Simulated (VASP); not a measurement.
The system is BeP3Pd.

```
Be P Pd
1.0
     3.96668    0.00000    0.00000
     0.00000    3.96668    0.00000
     0.00000    0.00000    4.01639
Be P Pd
1 3 1
Direct
  0.00000 0.00000 0.00000
  0.50000 0.50000 0.97500
  0.00000 0.50000 0.48500
  0.50000 0.00000 0.48500
  0.50000 0.50000 0.51500
```

```yaml
Program: VASP 6.6.1
Task: relaxation of cell and atoms
Functional: PBE
Potentials_or_basis: VASP PAW PBE potentials, release 64 (Be, P, Pd)
Cutoff: 600 eV
k_mesh: 4 × 4 × 4
Occupations: gaussian, width 0.1 eV
Spin: no spin polarisation
```

At the start: pressure 102.5 GPa; volume 12.64 Å³/atom.

Where does the relaxation end?

Over 42 steps the energy falls by 2733.0 meV/atom and the volume is 18.44 Å³/atom (+45.9 %); space group P4mm (No. 99, to 0.1 Å) before and after.

The path:
```
step  energy change (eV)  largest force (eV/Å)  pressure (GPa)  volume (Å³)
   1              0.0000                9.7089          102.51        63.20
   3             -7.8541                4.8495            3.98       101.89
   5             -8.4151                1.4063           -5.03       109.64
   7             -8.5402                6.6253           22.41        82.06
   9             -9.0743                2.5586            9.91        89.04
  11             -9.2450                2.4776            7.76        90.36
  13             -9.7909                4.8037            9.89        87.27
  15            -11.4245                4.8888            0.67        88.37
  17            -11.5410                6.4070            0.42        88.85
  19            -12.1300                1.7695           -3.46        89.35
  21            -12.4049                1.6056            1.36        83.64
  23            -12.4274                1.4186            3.86        81.64
  25            -12.5784                0.7986            2.42        83.70
  27            -12.7093                0.9904           -2.50        90.28
  29            -12.8934                1.4454            0.55        90.21
  31            -13.2223                0.9249            1.19        91.50
  33            -13.4302                0.9234            1.35        92.52
  35            -13.5279                0.9876           -1.76        95.67
  37            -13.6138                0.3750           -0.99        93.89
  39            -13.6616                0.0829            0.96        91.15
  41            -13.6650                0.0408           -0.30        92.44
  42            -13.6652                0.0345           -0.07        92.20
```

Final structure:
```
Be P Pd
1.0
     4.41078    0.00000    0.00000
     0.00000    4.41078    0.00000
     0.00000    0.00000    4.73914
Be P Pd
1 3 1
Direct
  0.00000 0.00000 0.31350
  0.50000 0.50000 0.05481
  0.00000 0.50000 0.26283
  0.50000 0.00000 0.26283
  0.50000 0.50000 0.56604
```

Caveat: the k points lie up to 0.36 Å⁻¹ apart in the final cell, too coarse for converged energies and pressures of a metal; the volume moved by over 15 % at a fixed basis, so the end points are rough.
